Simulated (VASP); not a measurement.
SiC (Moissanite): single point with revPBE

The system is SiC (Moissanite).

```
Si C
1.0
     3.07600    0.00000    0.00000
    -1.53800    2.66389    0.00000
     0.00000    0.00000    5.04800
Si C
2 2
Direct
  0.33333 0.66667 0.00000
  0.66667 0.33333 0.50000
  0.33333 0.66667 0.38500
  0.66667 0.33333 0.88500
```

| Item | Value |
| --- | --- |
| Program | VASP 6.6.1 |
| Task | single point |
| Functional | revPBE |
| Potentials or basis | VASP PAW PBE potentials, release 64 (Si, C) |
| Cutoff | 520 eV |
| k mesh | 6 × 6 × 4 |
| Occupations | gaussian, width 0.01 eV |
| Spin | no spin polarisation |

```json
{
  "Pressure": "5.7 GPa",
  "Largest force": "0.750 eV/Å",
  "Band gap on the k mesh": "2.35 eV, indirect (least direct gap 4.10 eV)"
}
```

Forces in eV/Å, atoms in the order of the input:
```
Si   0.000  0.000  0.750
Si   0.000  0.000  0.750
C    0.000  0.000 -0.750
C    0.000  0.000 -0.750
```

Stress tensor (GPa, compression positive):
```
7.49 0.00 0.00
0.00 7.49 0.00
0.00 0.00 2.24
```

Levels at points of the mesh, in eV from the valence-band top:
| k point | band 5 | band 6 | band 7 | band 8 | band 9 | band 10 | band 11 | band 12 |
| --- | --- | --- | --- | --- | --- | --- | --- | --- |
| (0.00, 0.00, 0.00) | -1.55 | -0.28 | -0.28 | 0.00 | 4.65 | 6.04 | 6.53 | 6.53 |
| (0.50, 0.00, 0.00) | -5.42 | -3.54 | -3.25 | -1.48 | 2.61 | 4.21 | 6.78 | 7.21 |
| (0.00, 0.00, 0.50) | -0.96 | -0.96 | -0.96 | -0.96 | 5.74 | 5.74 | 7.19 | 7.19 |
| (0.50, 0.00, 0.50) | -2.68 | -2.68 | -2.34 | -2.34 | 3.18 | 3.18 | 5.02 | 5.02 |

Run time: 9 s on 1 thread of Intel(R) Xeon(R) Platinum 8488C (Sapphire Rapids) (shared host), peak memory 0.15 GiB.

Caveat: the PAW data sets were made with another functional, which shifts forces and pressure a little. A k mesh can miss the band edges.
